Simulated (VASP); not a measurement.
# RbLa2Cl2 (I4/mmm) in VASP: a series of runs

RbLa2Cl2 is run at these levels: PBE; tasks: single point, relaxation of cell and atoms.

All numbers are computed with VASP 6.6.1; they aren't measurements. Logs are shortened: lines on timing, memory, paths and dates and some standing lists are left out, and cuts for length are marked.

## 1. The cell of the first run

Symmetry: I4/mmm, No. 139, tetragonal system. Conventional cell: a = 6.075 Å, b = 6.075 Å, c = 10.394 Å, α = 90.00°, β = 90.00°, γ = 90.00°. Rb (site symmetry 4/mmm) has 4 Cl at 3.04 Å and 2 La at 3.62 Å within 4.0 Å. Within 4.1 Å of La (site symmetry 4mm) lie 1 La at 3.15 Å and 4 Cl at 3.42 Å and 1 Rb at 3.62 Å. Within 4.0 Å of Cl (site symmetry mmm) lie 2 Rb at 3.04 Å and 4 La at 3.42 Å.

The cell was generated, and may not be a known phase.

## 2. Single point, PBE

File INCAR:

```
ALGO = Normal ; EDIFF = 1E-6
ENCUT = 520 ; GGA = PE
ISIF = 2 ; ISMEAR = 0
LASPH = T ; LCHARG = F
LREAL = F ; LWAVE = F
NBANDS = 30 ; NELM = 60
PREC = Accurate ; SIGMA = 0.1
```

File KPOINTS:

```
k-points
0
Gamma
  4 4 4
```

File POSCAR:

```
RbLa2Cl2
1.0
   -3.0372523900      3.0372523900      5.1969522800
    3.0372523900     -3.0372523900      5.1969522800
    3.0372523900      3.0372523900     -5.1969522800
Rb La Cl
1 2 2
Direct
    0.0000000000      0.0000000000      0.0000000000
    0.3485684600      0.3485684600      0.0000000000
    0.6514315400      0.6514315400      0.0000000000
    0.5000000000      0.0000000000      0.5000000000
    0.0000000000      0.5000000000      0.5000000000
```

Potentials or basis: VASP PAW PBE potentials, release 64 (Rb_sv, La, Cl).

Command:

```sh
> cat potpaw_PBE.64/Rb_sv/POTCAR potpaw_PBE.64/La/POTCAR potpaw_PBE.64/Cl/POTCAR > POTCAR
> mpirun -np 1 vasp_std > vasp.out
```

OUTCAR:

```text
EDIFF = 1E-6
   ENCUT = 520
   GGA = PE
   ISIF = 2
   ISMEAR = 0
   LASPH = T
   LREAL = F
   NELM = 60
   PREC = Accurate

 ion  position               nearest neighbor table
   1  0.000  0.000  0.000-   4 3.04   5 3.04   5 3.04   4 3.04   2 3.62   3 3.62   3 4.57   2 4.57
                             3 4.57   2 4.57   3 4.57   2 4.57   3 4.57   2 4.57
   2  0.349  0.349  0.000-   3 3.15   1 3.62   1 4.57   1 4.57   1 4.57   1 4.57
   3  0.651  0.651  0.000-   2 3.15   1 3.62   1 4.57   1 4.57   1 4.57   1 4.57
   4  0.500  0.000  0.500-   1 3.04   1 3.04
   5  0.000  0.500  0.500-   1 3.04   1 3.04

  LATTYP: Found a body centered tetragonal cell.
 ALAT       =     6.0745047800
 C/A-ratio  =     1.7110702743

  Lattice vectors:

 A1 = (  -3.0372523900,   3.0372523900,   5.1969522800)
 A2 = (   3.0372523900,  -3.0372523900,   5.1969522800)
 A3 = (   3.0372523900,   3.0372523900,  -5.1969522800)

Analysis of symmetry for initial positions (statically):
=====================================================================
 Subroutine PRICEL returns:
 Original cell was already a primitive cell.

 Routine SETGRP: Setting up the symmetry group for a
 body centered tetragonal supercell.

 Subroutine GETGRP returns: Found 16 space group operations
 (whereof 16 operations were pure point group operations)
 out of a pool of 16 trial point group operations.

The static configuration has the point symmetry D_4h.

Analysis of symmetry for dynamics (positions and initial velocities):
=====================================================================
 Subroutine PRICEL returns:
 Original cell was already a primitive cell.

 Routine SETGRP: Setting up the symmetry group for a
 body centered tetragonal supercell.

 Subroutine GETGRP returns: Found 16 space group operations
 (whereof 16 operations were pure point group operations)
 out of a pool of 16 trial point group operations.

The dynamic configuration has the point symmetry D_4h.

 Subroutine INISYM returns: Found 16 space group operations
 (whereof 16 operations are pure point group operations),
 and found     1 'primitive' translations

----------------------------------------------------------------------------------------

                                     Primitive cell

  volume of cell :     191.7655

  direct lattice vectors                    reciprocal lattice vectors
    -3.037252390  3.037252390  5.196952280     0.000000000  0.164622473  0.096210235
[... 81 lines left out ...]
   LREAL  =      F    real-space projection
   EDIFFG = 0.1E-04   stopping-criterion for IOM
   NSW    =      0    number of steps for IOM
   IBRION =     -1    ionic relax: 0-MD 1-quasi-New 2-CG
   NFREE  =      0    steps in history (QN), initial steepest desc. (CG)
   ISIF   =      2    stress and relaxation
   ISYM   =      2    0-nonsym 1-usesym 2-fastsym
   POTIM  = 0.5000    time-step for ionic-motion
   TEBEG  =    0.0;   TEEND  =   0.0 temperature during run
   PSTRESS=    0.0 pullay stress
   NELECT =      45.0000    total number of electrons
   NUPDOWN=      -1.0000    fix difference up-down
   EMIN   =  10.00;   EMAX   =-10.00  energy-range for DOS
   EFERMI =   0.00;   METHOD = LEGACY
   ISMEAR =     0;   SIGMA  =   0.10  broadening in eV -4-tet -1-fermi 0-gaus
   EFERMI_NEDOS =   21; number of points for ismear=-14 and -15
   IALGO  =     38    algorithm
   IMIX   =      4    mixing-type and parameters
     AMIX     =   0.40;   BMIX     =  1.00
     AMIX_MAG =   1.60;   BMIX_MAG =  1.00
  volume/ion in A,a.u.               =      38.35       258.82
  Fermi-wavevector in a.u.,A,eV,Ry     =   1.009769  1.908187 13.872964  1.019634
  Thomas-Fermi vector in A             =   2.142718
   LORBIT       =      0    0 simple, 1 ext, 2 COOP (PROOUT), +10 PAW based schemes
   GGA     = PE    functional components
   LHFCALC =     F    Hartree Fock is set to
   AEXX    =    0.0000 exact exchange contribution
   IVDW    =     0    specifies the selected vdW correction
   LEPSILON=     F    determine dielectric tensor
   LRPA    =     F    only Hartree local field effects (RPA)
 non-spin polarized calculation
 Gauss-broadening in eV      SIGMA  =   0.10
  energy-cutoff  :      520.00
  volume of cell :      191.77
 maximum number of plane-waves:      5187
   NGX = 25   NGY = 25   NGZ = 25

 number of electron      45.0000002 magnetization

 Free energy of the ion-electron system (eV)
  ---------------------------------------------------
  ext. energy  EPLUGINS =         0.00000000
  ---------------------------------------------------
  free energy    TOTEN  =       -16.81416409 eV

  energy without entropy =      -16.75305297  energy(sigma->0) =      -16.78360853

 E-fermi :   4.5487     XC(G=0):  -8.1260

 val. band max:        4.5455445165   @ k =   0.5000   0.5000   0.0000
 cond. band min:       4.5487142306   @ k =   0.5000   0.2500   0.0000
 fundamental gap:      0.0031697140
 Fermi energy:         4.5486765119

 k-point     1 :       0.0000    0.0000    0.0000
  band No.  band energies     occupation
      1     -29.4342      2.00000
      2     -29.2472      2.00000
      3     -23.1530      2.00000
      4     -13.6376      2.00000
      5     -13.1651      2.00000
      6     -13.1651      2.00000
[... 418 lines left out ...]
     29       5.2318      0.00000
     30       5.3576      0.00000

------------------------ aborting loop because EDIFF is reached ----------------------------------------

  FORCE on cell =-STRESS in cart. coord.  units (eV):
  Direction    XX          YY          ZZ          XY          YZ          ZX
  --------------------------------------------------------------------------------------
  -------------------------------------------------------------------------------------
  Total       -2.5766301     -2.5766301      2.9140153      0.0000000      0.0000000      0.0000000
  in kB      -21.5274291    -21.5274291     24.3462416      0.0000000      0.0000000      0.0000000
  external PRESSURE =      -6.2362055 kB  Pullay stress =       0.0000000 kB

 VOLUME and BASIS-vectors are now :
 -----------------------------------------------------------------------------
  energy-cutoff  :      520.00
  volume of cell :      191.77
      direct lattice vectors                 reciprocal lattice vectors
    -3.037252390  3.037252390  5.196952280     0.000000000  0.164622473  0.096210235
     3.037252390 -3.037252390  5.196952280     0.164622473  0.000000000  0.096210235
     3.037252390  3.037252390 -5.196952280     0.164622473  0.164622473  0.000000000

 POSITION                                       TOTAL-FORCE (eV/Angst)
 -----------------------------------------------------------------------------------
      0.00000      0.00000      0.00000         0.000000      0.000000     -0.000000
      0.00000      0.00000      3.62299        -0.000000     -0.000000      0.985549
      0.00000      0.00000      6.77092         0.000000      0.000000     -0.985549
      0.00000      3.03725      0.00000         0.000000      0.000000      0.000000
      3.03725      0.00000      0.00000         0.000000      0.000000      0.000000
 -----------------------------------------------------------------------------------
    total drift:                                0.000000      0.000000     -0.000000

  FREE ENERGIE OF THE ION-ELECTRON SYSTEM (eV)
  ---------------------------------------------------
  free  energy   TOTEN  =       -16.8141640939 eV

  energy  without entropy=      -16.7530529749  energy(sigma->0) =      -16.78360853
```

OSZICAR:

```text
N       E                     dE             d eps       ncg     rms          rms(c)
DAV:   1     0.533638418449E+03    0.53364E+03   -0.16683E+04   780   0.176E+03
DAV:   2     0.107831814127E+03   -0.42581E+03   -0.40640E+03  1044   0.319E+02
DAV:   3    -0.392060256807E+01   -0.11175E+03   -0.10937E+03  1218   0.189E+02
DAV:   4    -0.167252329853E+02   -0.12805E+02   -0.12433E+02  1322   0.598E+01
DAV:   5    -0.184754048998E+02   -0.17502E+01   -0.17140E+01  1344   0.200E+01    0.953E+00
DAV:   6    -0.177437355962E+02    0.73167E+00   -0.61721E+01  1288   0.350E+01    0.817E+00
DAV:   7    -0.172054410867E+02    0.53829E+00   -0.94196E+00  1352   0.176E+01    0.557E+00
DAV:   8    -0.168904269736E+02    0.31501E+00   -0.39039E+00  1280   0.935E+00    0.225E+00
DAV:   9    -0.168344158602E+02    0.56011E-01   -0.72053E-01  1504   0.486E+00    0.114E+00
DAV:  10    -0.168135639458E+02    0.20852E-01   -0.27127E-01  1272   0.253E+00    0.411E-01
DAV:  11    -0.168161971154E+02   -0.26332E-02   -0.53883E-02  1424   0.121E+00    0.295E-01
DAV:  12    -0.168141014004E+02    0.20957E-02   -0.90663E-03  1400   0.457E-01    0.133E-01
DAV:  13    -0.168141184358E+02   -0.17035E-04   -0.25043E-03  1272   0.245E-01    0.253E-02
DAV:  14    -0.168141721788E+02   -0.53743E-04   -0.25135E-04  1552   0.100E-01    0.191E-02
DAV:  15    -0.168141686102E+02    0.35687E-05   -0.28356E-05  1320   0.281E-02    0.141E-02
DAV:  16    -0.168141641436E+02    0.44666E-05   -0.37988E-05  1360   0.361E-02    0.386E-03
DAV:  17    -0.168141640939E+02    0.49685E-07   -0.42178E-06   936   0.123E-02
   1 F= -.16814164E+02 E0= -.16783609E+02  d E =-.611111E-01
```

stdout:

```text
POSCAR found type information on POSCAR RbLaCl
 POSCAR found :  3 types and       5 ions
 scaLAPACK will be used
 LDA part: xc-table for (Slater+PW92), standard interpolation
 POSCAR, INCAR and KPOINTS ok, starting setup
 FFT: planning ... GRIDC
 FFT: planning ... GRID_SOFT
 FFT: planning ... GRID
 WAVECAR not read
 entering main loop
```

Run time: 77 s. Hardware: 1 thread of Intel Xeon 6975P-C (Granite Rapids), shared host; peak memory 0.39 GiB.

Results:

```
Free energy            : -16.8142 eV
Pressure               : -0.6 GPa
Largest force          : 0.986 eV/Å
Band gap on the k mesh : zero (an odd number of electrons rules out a gap without spin polarisation)
```

Forces in eV/Å, atoms in the order of the input:
```
Rb   0.000  0.000  0.000
La   0.000  0.000  0.986
La   0.000  0.000 -0.986
Cl   0.000  0.000  0.000
Cl   0.000  0.000  0.000
```

Caveat: spin-orbit coupling is left out, which moves the levels of the heavy elements; an odd number of electrons without spin polarisation forces a metal; a magnetic or distorted state may lie lower.

## 3. Single point, PBE

This run uses another cell than the first one, of 41.19 Å³/atom.

File INCAR:

```
SYSTEM = RbLa2Cl2
PREC     = Accurate       ! precision mode
ENCUT    = 520            ! plane-wave cutoff, eV
EDIFF    = 1E-7           ! SCF threshold, eV
ISMEAR   = 0              ! smearing method
SIGMA    = 0.1            ! smearing width, eV
LREAL    = .False.        ! projectors in reciprocal space
LASPH    = .True.         ! aspherical terms in the spheres
NELM     = 100            ! most SCF steps
ALGO     = Normal         ! electronic algorithm
ISIF     = 2              ! what is computed and relaxed
LWAVE    = .False.        ! write WAVECAR
LCHARG   = .True.         ! write CHGCAR
GGA      = PE             ! functional
LELF     = .True.         ! ELF
LVHAR    = .True.       
NBANDS   = 30             ! bands
```

File KPOINTS:

```
Automatic mesh
0
Gamma
  4 4 4
  0 0 0
```

File POSCAR:

```
RbLa2Cl2
1.0
   -2.9399934115      2.9399934115      5.9562774284
    2.9399934115     -2.9399934115      5.9562774284
    2.9399934115      2.9399934115     -5.9562774284
Rb La Cl
1 2 2
Direct
    0.0000000000      0.0000000000      0.0000000000
    0.3743067259      0.3743067259      0.0000000000
    0.6256932741      0.6256932741      0.0000000000
    0.5000000000      0.0000000000      0.5000000000
    0.0000000000      0.5000000000      0.5000000000
```

Potentials or basis: VASP PAW PBE potentials, release 64 (Rb_sv, La, Cl).

Command:

```sh
> cat potpaw_PBE.64/Rb_sv/POTCAR potpaw_PBE.64/La/POTCAR potpaw_PBE.64/Cl/POTCAR > POTCAR
> mpirun -np 1 vasp_std > vasp.out
```

OUTCAR:

```text
SYSTEM = RbLa2Cl2
   PREC = Accurate
   ENCUT = 520
   EDIFF = 1E-7
   ISMEAR = 0
   LREAL = .False.
   LASPH = .True.
   NELM = 100
   ISIF = 2
   GGA = PE

 ion  position               nearest neighbor table
   1  0.000  0.000  0.000-   4 2.94   5 2.94   5 2.94   4 2.94   3 4.42   3 4.42   3 4.42   2 4.42
                             3 4.42   2 4.42   2 4.42   2 4.42   2 4.46   3 4.46
   2  0.374  0.374  0.000-   3 2.99   1 4.42   1 4.42   1 4.42   1 4.42   1 4.46
   3  0.626  0.626  0.000-   2 2.99   1 4.42   1 4.42   1 4.42   1 4.42   1 4.46
   4  0.500  0.000  0.500-   1 2.94   1 2.94
   5  0.000  0.500  0.500-   1 2.94   1 2.94

  LATTYP: Found a body centered tetragonal cell.
 ALAT       =     5.8799868230
 C/A-ratio  =     2.0259492437

  Lattice vectors:

 A1 = (  -2.9399934115,   2.9399934115,   5.9562774284)
 A2 = (   2.9399934115,  -2.9399934115,   5.9562774284)
 A3 = (   2.9399934115,   2.9399934115,  -5.9562774284)

Analysis of symmetry for initial positions (statically):
=====================================================================
 Subroutine PRICEL returns:
 Original cell was already a primitive cell.

[... 165 lines left out ...]
 val. band max:        4.0656371241   @ k =   0.5000   0.5000   0.2500
 cond. band min:       4.1119408255   @ k =   0.5000   0.5000   0.5000
 fundamental gap:      0.0463037014
 Fermi energy:         4.0893527839

 k-point     1 :       0.0000    0.0000    0.0000
  band No.  band energies     occupation
      1     -29.8985      2.00000
      2     -29.6061      2.00000
      3     -23.6060      2.00000
      4     -14.3225      2.00000
      5     -13.7074      2.00000
      6     -13.7074      2.00000
[... 418 lines left out ...]
     29       4.9959      0.00000
     30       5.0306      0.00000

------------------------ aborting loop because EDIFF is reached ----------------------------------------

  FORCE on cell =-STRESS in cart. coord.  units (eV):
  Direction    XX          YY          ZZ          XY          YZ          ZX
  --------------------------------------------------------------------------------------
  -------------------------------------------------------------------------------------
  Total       -0.1787333     -0.1787333      0.1506495      0.0000000      0.0000000      0.0000000
  in kB       -1.3905558     -1.3905558      1.1720620      0.0000000      0.0000000      0.0000000
  external PRESSURE =      -0.5363499 kB  Pullay stress =       0.0000000 kB

 VOLUME and BASIS-vectors are now :
 -----------------------------------------------------------------------------
  energy-cutoff  :      520.00
  volume of cell :      205.93
      direct lattice vectors                 reciprocal lattice vectors
    -2.939993412  2.939993412  5.956277428     0.000000000  0.170068408  0.083945049
     2.939993412 -2.939993412  5.956277428     0.170068408  0.000000000  0.083945049
     2.939993412  2.939993412 -5.956277428     0.170068408  0.170068408  0.000000000

 POSITION                                       TOTAL-FORCE (eV/Angst)
 -----------------------------------------------------------------------------------
      0.00000      0.00000      0.00000         0.000000      0.000000     -0.000000
      0.00000      0.00000      4.45895        -0.000000     -0.000000     -0.037688
      0.00000      0.00000      7.45361        -0.000000     -0.000000      0.037688
      0.00000      2.93999      0.00000         0.000000      0.000000      0.000000
      2.93999      0.00000      0.00000         0.000000      0.000000      0.000000
 -----------------------------------------------------------------------------------
    total drift:                               -0.000000      0.000000     -0.000000

  FREE ENERGIE OF THE ION-ELECTRON SYSTEM (eV)
  ---------------------------------------------------
  free  energy   TOTEN  =       -17.4143510028 eV

  energy  without entropy=      -17.3783623427  energy(sigma->0) =      -17.39635667
```

OSZICAR:

```text
N       E                     dE             d eps       ncg     rms          rms(c)
DAV:   1     0.542607106900E+03    0.54261E+03   -0.16736E+04   780   0.173E+03
DAV:   2     0.110278887776E+03   -0.43233E+03   -0.40911E+03  1096   0.306E+02
DAV:   3    -0.501464507886E+01   -0.11529E+03   -0.11258E+03  1198   0.192E+02
DAV:   4    -0.191772650794E+02   -0.14163E+02   -0.13848E+02  1392   0.622E+01
DAV:   5    -0.204189263460E+02   -0.12417E+01   -0.12244E+01  1376   0.180E+01    0.107E+01
DAV:   6    -0.184735250540E+02    0.19454E+01   -0.66975E+01  1328   0.386E+01    0.855E+00
DAV:   7    -0.177734181931E+02    0.70011E+00   -0.12578E+01  1376   0.204E+01    0.576E+00
DAV:   8    -0.175228642018E+02    0.25055E+00   -0.52313E+00  1320   0.109E+01    0.251E+00
DAV:   9    -0.174129961760E+02    0.10987E+00   -0.15924E+00  1464   0.603E+00    0.747E-01
DAV:  10    -0.174129697182E+02    0.26458E-04   -0.15331E-01  1296   0.160E+00    0.426E-01
DAV:  11    -0.174138078203E+02   -0.83810E-03   -0.32273E-02  1520   0.987E-01    0.149E-01
DAV:  12    -0.174141790801E+02   -0.37126E-03   -0.26760E-03  1240   0.256E-01    0.788E-02
DAV:  13    -0.174143416881E+02   -0.16261E-03   -0.62237E-04  1504   0.169E-01    0.200E-02
DAV:  14    -0.174143545378E+02   -0.12850E-04   -0.10464E-04  1440   0.431E-02    0.142E-02
DAV:  15    -0.174143513980E+02    0.31399E-05   -0.37766E-05  1440   0.293E-02    0.306E-03
DAV:  16    -0.174143514944E+02   -0.96475E-07   -0.52851E-06  1320   0.116E-02    0.253E-03
DAV:  17    -0.174143510276E+02    0.46689E-06   -0.82122E-07  1304   0.533E-03    0.823E-04
DAV:  18    -0.174143510028E+02    0.24786E-07   -0.19849E-07   928   0.286E-03
   1 F= -.17414351E+02 E0= -.17396357E+02  d E =-.359887E-01
```

Run time: 1.8 min. Hardware: 1 thread of Intel Xeon 6975P-C (Granite Rapids), shared host; peak memory 0.44 GiB.

What came out:

| Property | Result |
| --- | --- |
| Free energy | -17.4144 eV |
| Pressure | -0.1 GPa |
| Largest force | 0.038 eV/Å |
| Band gap on the k mesh | zero (an odd number of electrons rules out a gap without spin polarisation) |

Forces on the atoms (eV/Å):
```
Rb   0.000  0.000  0.000
La   0.000  0.000 -0.038
La   0.000  0.000  0.038
Cl   0.000  0.000  0.000
Cl   0.000  0.000  0.000
```

Levels at points of the mesh, in eV from the Fermi level:
| k point | band 21 | band 22 | band 23 | band 24 | band 25 | band 26 |
| --- | --- | --- | --- | --- | --- | --- |
| (0.00, 0.00, 0.00) | -1.56 | -0.21 | 0.36 | 0.63 | 0.63 | 0.78 |
| (0.50, 0.00, 0.00) | -0.67 | -0.39 | 0.23 | 0.29 | 0.54 | 0.58 |
| (0.50, 0.50, 0.00) | -0.84 | -0.37 | -0.16 | 0.15 | 0.46 | 0.83 |
| (0.50, 0.50, 0.50) | -0.43 | -0.13 | 0.02 | 0.31 | 0.31 | 0.45 |

Caveat: spin-orbit coupling is left out, which moves the levels of the heavy elements; an odd number of electrons without spin polarisation forces a metal; a magnetic or distorted state may lie lower.

(Part 1 of 2 ends here.)

The gap in the log of VASP goes by the Fermi energy; the results here count the filled bands.